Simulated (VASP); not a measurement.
Input of a VASP 6.6.1 run:

INCAR

```
ALGO = Normal
EDIFF = 1E-7
ENCUT = 520
GGA = PE
ISIF = 2
ISMEAR = 0
ISPIN = 2
LASPH = T
LCHARG = T
LELF = T
LORBIT = 11
LREAL = F
LVHAR = T
LWAVE = F
MAGMOM = 0 0.55 0.55
NBANDS = 18
NELM = 150
PREC = Accurate
SIGMA = 0.1
```

KPOINTS

```
k-points
0
Gamma
  16 16 16
```

POSCAR

```
AlO2
1.0
    0.0000000000      2.4434465994      2.4434465994
    2.4434465994      0.0000000000      2.4434465994
    2.4434465994      2.4434465994      0.0000000000
Al O
1 2
Direct
    0.5000000000      0.5000000000      0.5000000000
    0.0000000000      0.0000000000      0.0000000000
    0.7500000000      0.7500000000      0.7500000000
```

Potentials or basis: VASP PAW PBE potentials, release 64 (Al, O).

Command:

```bash
$ cat potpaw_PBE.64/Al/POTCAR potpaw_PBE.64/O/POTCAR > POTCAR
$ mpirun -np 1 vasp_std > vasp.out
```

Question: Predict the band gap on the k mesh.

Answer: Zero (filled and empty bands overlap).

Question: What does it give for the pressure?

Answer: -0.2 GPa.

Question: Estimate the net moment.

Answer: 1.00 μB per cell.
